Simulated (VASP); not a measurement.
Here is a VASP 6.6.1 calculation.

The input INCAR:

```
ALGO     = Normal         # electronic algorithm
EDIFF    = 1E-6           # SCF threshold, eV
EDIFFG   = -0.005         # ionic threshold
ENCUT    = 600            # plane-wave cutoff, eV
GGA      = PE             # functional
IBRION   = 2              # ionic algorithm
ISIF     = 3              # what is computed and relaxed
ISMEAR   = -1             # smearing method
LASPH    = T              # aspherical terms in the spheres
LCHARG   = F              # write CHGCAR
LREAL    = F              # projectors in reciprocal space
LWAVE    = F              # write WAVECAR
NELM     = 80             # most SCF steps
NSW      = 60             # ionic steps
PREC     = Accurate       # precision mode
PSTRESS  = 0.02         
SIGMA    = 0.05           # smearing width, eV
```

Contents of KPOINTS:

```
k-points
0
Gamma
  12 12 7
```

POSCAR

```
BN
1.0
    2.5207790246      0.0000000000      0.0000000000
   -1.2603895123      2.1830586726      0.0000000000
    0.0000000000      0.0000000000      3.9072074882
B N
2 2
Direct
    0.0000000000      0.0000000000      0.0000000000
    0.0000000000      0.0000000000      0.5000000000
    0.3333333333      0.6666666667      0.2500000000
    0.6666666667      0.3333333333      0.7500000000
```

Potentials or basis: VASP PAW PBE potentials, release 64 (B, N).

The run is started by

```bash
$ cat potpaw_PBE.64/B/POTCAR potpaw_PBE.64/N/POTCAR > POTCAR
$ mpirun -np 1 vasp_std > vasp.out
```

(1) What does it give for the space group after relaxing (to 0.05 Å)?

(2) Predict the band gap on the k mesh.

(3) What does it give for the relaxed cell?

## Answers

(1) P6_3/mmc (No. 194).

(2) 1.50 eV, indirect (least direct gap 5.23 eV).

(3) a = 2.499 Å, b = 2.499 Å, c = 4.020 Å, α = 90.00°, β = 90.00°, γ = 120.00°.

Caveat: the cell is relaxed towards a set pressure, so the enthalpy falls and the energy may rise.
